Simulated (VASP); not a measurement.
# Zn (P6_3/mmc) in VASP: a series of runs

Runs on Zn. Level: PBEsol. Tasks: single point, relaxation of cell and atoms.

Everything below comes from runs of VASP 6.6.1. Logs are shortened: lines on timing, memory, paths and dates and some standing lists are left out, and cuts for length are marked.

## (1) The cell of the first run

The structure is hexagonal, space group P6_3/mmc (No. 194). Conventional cell: a = 4.296 Å, b = 4.296 Å, c = 4.642 Å, α = 90.00°, β = 90.00°, γ = 120.00°. Zn (site symmetry -6m2) has 5 Zn at 2.32 to 2.48 Å within 3.1 Å. Within 3.4 Å of Zn (site symmetry -6m2) lie 15 Zn at 2.48 to 3.40 Å.

## (2) Single point, PBEsol

The input, INCAR:

```
PREC = Accurate
ENCUT = 520
EDIFF = 1E-6
ISMEAR = 0
SIGMA = 0.1
LREAL = False
LASPH = True
NELM = 80
ALGO = Normal
ISIF = 2
LWAVE = False
LCHARG = False
GGA = PS
NBANDS = 32
```

The input, KPOINTS:

```
regular mesh
0
Gamma
  6 6 4
```

The input, POSCAR:

```
Zn
1.0
    4.2960575406      0.0000000000      0.0000000000
   -2.1480287703      3.7204949663      0.0000000000
    0.0000000000      0.0000000000      4.6423435352
Zn
4
Direct
    0.0000000000      0.0000000000      0.2500000000
    0.0000000000      0.0000000000      0.7500000000
    0.3333333333      0.6666666667      0.7500000000
    0.6666666667      0.3333333333      0.2500000000
```

Potentials or basis: VASP PAW PBE potentials, release 64 (Zn).

Started as:

```sh
$ cat potpaw_PBE.64/Zn/POTCAR > POTCAR
$ mpirun -np 1 vasp_std > vasp.out
```

OUTCAR:

```text
PREC = Accurate
   ENCUT = 520
   EDIFF = 1E-6
   ISMEAR = 0
   LREAL = False
   LASPH = True
   NELM = 80
   ISIF = 2
   GGA = PS

 ion  position               nearest neighbor table
   1  0.000  0.000  0.250-   2 2.32   2 2.32   4 2.48   4 2.48   4 2.48
   2  0.000  0.000  0.750-   1 2.32   1 2.32   3 2.48   3 2.48   3 2.48
   3  0.333  0.667  0.750-   2 2.48   2 2.48   2 2.48
   4  0.667  0.333  0.250-   1 2.48   1 2.48   1 2.48

  LATTYP: Found a hexagonal cell.
 ALAT       =     4.2960575406
 C/A-ratio  =     1.0806055299

  Lattice vectors:

 A1 = (   4.2960575406,   0.0000000000,   0.0000000000)
 A2 = (  -2.1480287703,   3.7204949663,   0.0000000000)
 A3 = (   0.0000000000,   0.0000000000,   4.6423435352)

Analysis of symmetry for initial positions (statically):
=====================================================================
 Subroutine PRICEL returns:
 Original cell was already a primitive cell.

 Routine SETGRP: Setting up the symmetry group for a
 hexagonal supercell.

 Subroutine GETGRP returns: Found 24 space group operations
 (whereof 12 operations were pure point group operations)
 out of a pool of 24 trial point group operations.

The static configuration has the point symmetry D_3d.
 The point group associated with its full space group is D_6h.

Analysis of symmetry for dynamics (positions and initial velocities):
=====================================================================
 Subroutine PRICEL returns:
 Original cell was already a primitive cell.

 Routine SETGRP: Setting up the symmetry group for a
 hexagonal supercell.

 Subroutine GETGRP returns: Found 24 space group operations
 (whereof 12 operations were pure point group operations)
 out of a pool of 24 trial point group operations.

The dynamic configuration has the point symmetry D_3d.
 The point group associated with its full space group is D_6h.

 Subroutine INISYM returns: Found 24 space group operations
 (whereof 12 operations are pure point group operations),
 and found     1 'primitive' translations

----------------------------------------------------------------------------------------

                                     Primitive cell

  volume of cell :      74.2007

  direct lattice vectors                    reciprocal lattice vectors
     4.296057541  0.000000000  0.000000000     0.232771556  0.134390721  0.000000000
    -2.148028770  3.720494966  0.000000000     0.000000000  0.268781441  0.000000000
     0.000000000  0.000000000  4.642343535     0.000000000  0.000000000  0.215408445

  length of vectors
     4.296057541  4.296057541  4.642343535     0.268781441  0.268781441  0.215408445

  position of ions in fractional coordinates (direct lattice)
     0.000000000  0.000000000  0.250000000
     0.000000000  0.000000000  0.750000000
     0.333333333  0.666666667  0.750000000
     0.666666667  0.333333333  0.250000000

  ion indices of the primitive-cell ions
   primitive index   ion index
                 1           1
                 2           2
                 3           3
                 4           4

----------------------------------------------------------------------------------------

 KPOINTS: regular mesh

Automatic generation of k-mesh.
 Grid dimensions read from file:
 generate k-points for:    6    6    4

 Generating k-lattice:

  Cartesian coordinates                     Fractional coordinates (reciprocal lattice)
     0.038795259  0.022398453  0.000000000     0.166666667  0.000000000  0.000000000
     0.000000000  0.044796907  0.000000000     0.000000000  0.166666667  0.000000000
     0.000000000  0.000000000  0.053852111     0.000000000  0.000000000  0.250000000

  Length of vectors
     0.044796907  0.044796907  0.053852111

  Shift w.r.t. Gamma in fractional coordinates (k-lattice)
     0.000000000  0.000000000  0.000000000

 Subroutine IBZKPT returns following result:
 ===========================================

 Found     21 irreducible k-points:

 Following reciprocal coordinates:
            Coordinates               Weight
  0.000000  0.000000  0.000000      1.000000
  0.166667  0.000000  0.000000      6.000000
  0.333333  0.000000  0.000000      6.000000
  0.500000  0.000000  0.000000      3.000000
  0.166667  0.166667  0.000000      6.000000
  0.333333  0.166667  0.000000     12.000000
[... 13 lines left out ...]
  0.333333  0.166667  0.500000     12.000000
  0.333333  0.333333  0.500000      2.000000
   k-points           NKPTS =     21   k-points in BZ     NKDIM =     21   number of bands    NBANDS=     32
   number of dos      NEDOS =    301   number of ions     NIONS =      4
   total plane-waves  NPLWV =  36864
   dimension x,y,z NGX =    32 NGY =   32 NGZ =   36
   dimension x,y,z NGXF=    64 NGYF=   64 NGZF=   72
   ions per type =               4
   NGX,Y,Z   is equivalent  to a cutoff of  12.38, 12.38, 12.89 a.u.
   NGXF,Y,Z  is equivalent  to a cutoff of  24.77, 24.77, 25.78 a.u.
 SYSTEM =  unknown system
   PREC   = accura    normal or accurate (medium, high low for compatibility)
   ISTART =      0    job   : 0-new  1-cont  2-samecut
   ICHARG =      2    charge: 1-file 2-atom 10-const
   ISPIN  =      1    spin polarized calculation?
   LNONCOLLINEAR =      F non collinear calculations
   LSORBIT =      F    spin-orbit coupling
   LASPH  =      T    aspherical Exc in radial PAW
   ENCUT  =  520.0 eV  38.22 Ry    6.18 a.u.   7.99  7.99  8.63*2*pi/ulx,y,z
   NELM   =     80;   NELMIN=  2; NELMDL= -5     # of ELM steps
   EDIFF  = 0.1E-05   stopping-criterion for ELM
   LREAL  =      F    real-space projection
[... 7 lines left out ...]
   TEBEG  =    0.0;   TEEND  =   0.0 temperature during run
   PSTRESS=    0.0 pullay stress
   NELECT =      48.0000    total number of electrons
   NUPDOWN=      -1.0000    fix difference up-down
   EMIN   =  10.00;   EMAX   =-10.00  energy-range for DOS
   EFERMI =   0.00;   METHOD = LEGACY
   ISMEAR =     0;   SIGMA  =   0.10  broadening in eV -4-tet -1-fermi 0-gaus
   EFERMI_NEDOS =   21; number of points for ismear=-14 and -15
   IALGO  =     38    algorithm
   IMIX   =      4    mixing-type and parameters
     AMIX     =   0.40;   BMIX     =  1.00
     AMIX_MAG =   1.60;   BMIX_MAG =  1.00
  volume/ion in A,a.u.               =      18.55       125.18
  Fermi-wavevector in a.u.,A,eV,Ry     =   1.415856  2.675581 27.274911  2.004649
  Thomas-Fermi vector in A             =   2.537251
   LORBIT       =      0    0 simple, 1 ext, 2 COOP (PROOUT), +10 PAW based schemes
   GGA     = PS    functional components
   LHFCALC =     F    Hartree Fock is set to
   AEXX    =    0.0000 exact exchange contribution
   IVDW    =     0    specifies the selected vdW correction
   LEPSILON=     F    determine dielectric tensor
   LRPA    =     F    only Hartree local field effects (RPA)
 non-spin polarized calculation
 Gauss-broadening in eV      SIGMA  =   0.10
  energy-cutoff  :      520.00
  volume of cell :       74.20
 maximum number of plane-waves:      2028
 NGX is ok and might be reduce to    32
   NGX = 15   NGY = 15   NGZ = 17

 number of electron      47.9999981 magnetization

 Free energy of the ion-electron system (eV)
  ---------------------------------------------------
  ext. energy  EPLUGINS =         0.00000000
  ---------------------------------------------------
  free energy    TOTEN  =        -4.64224401 eV

  energy without entropy =       -4.62924064  energy(sigma->0) =       -4.63574232

 E-fermi :   1.2809     XC(G=0): -10.5516

 val. band max:        1.2453729541   @ k =   0.3333   0.1667   0.2500
 cond. band min:       1.3694939883   @ k =   0.1667   0.1667   0.0000
 fundamental gap:      0.1241210341
 Fermi energy:         1.2809323001

 k-point     1 :       0.0000    0.0000    0.0000
  band No.  band energies     occupation
      1      -7.7335      2.00000
      2      -6.9753      2.00000
      3      -6.5978      2.00000
      4      -6.5978      2.00000
      5      -6.1987      2.00000
      6      -6.1987      2.00000
[... 24 lines left out ...]
     31       9.7663      0.00000
     32       9.7663      0.00000

 k-point     2 :       0.1667    0.0000    0.0000
  band No.  band energies     occupation
      1      -7.5661      2.00000
      2      -6.8631      2.00000
      3      -6.6196      2.00000
      4      -6.6092      2.00000
      5      -6.3036      2.00000
      6      -6.2550      2.00000
[... 24 lines left out ...]
     31       9.0377      0.00000
     32       9.1946      0.00000

 k-point     3 :       0.3333    0.0000    0.0000
  band No.  band energies     occupation
      1      -7.3546      2.00000
      2      -6.6608      2.00000
      3      -6.6265      2.00000
      4      -6.4442      2.00000
      5      -6.3880      2.00000
      6      -6.3270      2.00000
[... 24 lines left out ...]
     31       9.3546      0.00000
     32      10.0522      0.00000

 k-point     4 :       0.5000    0.0000    0.0000
  band No.  band energies     occupation
      1      -7.3038      2.00000
      2      -6.6803      2.00000
      3      -6.6325      2.00000
      4      -6.4933      2.00000
      5      -6.3530      2.00000
      6      -6.2423      2.00000
[... 24 lines left out ...]
     31      10.4585      0.00000
     32      10.9691      0.00000

 k-point     5 :       0.1667    0.1667    0.0000
  band No.  band energies     occupation
      1      -7.3921      2.00000
      2      -6.6467      2.00000
      3      -6.6269      2.00000
      4      -6.5519      2.00000
      5      -6.3989      2.00000
      6      -6.3383      2.00000
[... 479 lines left out ...]
     31      12.6206      0.00000
     32      12.6206      0.00000

 k-point    19 :       0.1667    0.1667    0.5000
  band No.  band energies     occupation
      1      -6.3859      2.00000
      2      -6.3859      2.00000
      3      -6.2895      2.00000
      4      -6.2895      2.00000
      5      -6.2657      2.00000
      6      -6.2657      2.00000
[... 24 lines left out ...]
     31      10.1753      0.00000
     32      10.1753      0.00000

 k-point    20 :       0.3333    0.1667    0.5000
  band No.  band energies     occupation
      1      -6.4005      2.00000
      2      -6.4005      2.00000
      3      -6.3339      2.00000
      4      -6.3339      2.00000
      5      -6.3095      2.00000
      6      -6.3095      2.00000
[... 24 lines left out ...]
     31      11.2417      0.00000
     32      11.2417      0.00000

 k-point    21 :       0.3333    0.3333    0.5000
  band No.  band energies     occupation
      1      -6.4377      2.00000
      2      -6.4377      2.00000
      3      -6.3601      2.00000
      4      -6.3601      2.00000
      5      -6.3136      2.00000
      6      -6.3136      2.00000
[... 24 lines left out ...]
     31      10.2918      0.00000
     32      10.2918      0.00000

------------------------ aborting loop because EDIFF is reached ----------------------------------------

  FORCE on cell =-STRESS in cart. coord.  units (eV):
  Direction    XX          YY          ZZ          XY          YZ          ZX
  --------------------------------------------------------------------------------------
  -------------------------------------------------------------------------------------
  Total        0.0887398      0.0887398      0.2232343      0.0000000      0.0000000      0.0000000
  in kB        1.9161123      1.9161123      4.8201811      0.0000000      0.0000000      0.0000000
  external PRESSURE =       2.8841352 kB  Pullay stress =       0.0000000 kB

 VOLUME and BASIS-vectors are now :
 -----------------------------------------------------------------------------
  energy-cutoff  :      520.00
  volume of cell :       74.20
      direct lattice vectors                 reciprocal lattice vectors
     4.296057541  0.000000000  0.000000000     0.232771556  0.134390721  0.000000000
    -2.148028770  3.720494966  0.000000000     0.000000000  0.268781441  0.000000000
     0.000000000  0.000000000  4.642343535     0.000000000  0.000000000  0.215408445

 POSITION                                       TOTAL-FORCE (eV/Angst)
 -----------------------------------------------------------------------------------
      0.00000      0.00000      1.16059        -0.000000      0.000000     -0.000000
      0.00000      0.00000      3.48176        -0.000000      0.000000      0.000000
     -0.00000      2.48033      3.48176        -0.000000      0.000000      0.000000
      2.14803      1.24016      1.16059         0.000000     -0.000000      0.000000
 -----------------------------------------------------------------------------------
    total drift:                               -0.000000      0.000000      0.000000

  FREE ENERGIE OF THE ION-ELECTRON SYSTEM (eV)
  ---------------------------------------------------
  free  energy   TOTEN  =        -4.6422440099 eV

  energy  without entropy=       -4.6292406396  energy(sigma->0) =       -4.63574232
```

It took 54 s on 1 thread of Intel Xeon 8259CL, shared host; peak memory 0.19 GiB.

What came out:

```
Free energy            : -4.6422 eV
Pressure               : 0.3 GPa
Band gap on the k mesh : zero (bands 24 and 25 overlap by 4.86 eV)
```

Stress tensor (GPa, compression positive):
```
0.19 0.00 0.00
0.00 0.19 0.00
0.00 0.00 0.48
```

Levels at points of the mesh, in eV from the Fermi level:
| k point | band 22 | band 23 | band 24 | band 25 | band 26 | band 27 |
| --- | --- | --- | --- | --- | --- | --- |
| (0.00, 0.00, 0.00) | -1.67 | -1.13 | 1.82 | 1.82 | 2.99 | 3.51 |
| (0.50, 0.00, 0.00) | -5.17 | -0.66 | -0.07 | 0.50 | 1.36 | 2.95 |
| (0.00, 0.00, 0.50) | -6.40 | 3.37 | 3.37 | 3.37 | 3.37 | 4.04 |
| (0.50, 0.00, 0.50) | -4.41 | -3.24 | -3.24 | 1.44 | 1.44 | 2.91 |

Caveat: the PAW data sets were made with another functional, which shifts forces and pressure a little.

[end of part 1 of 2]
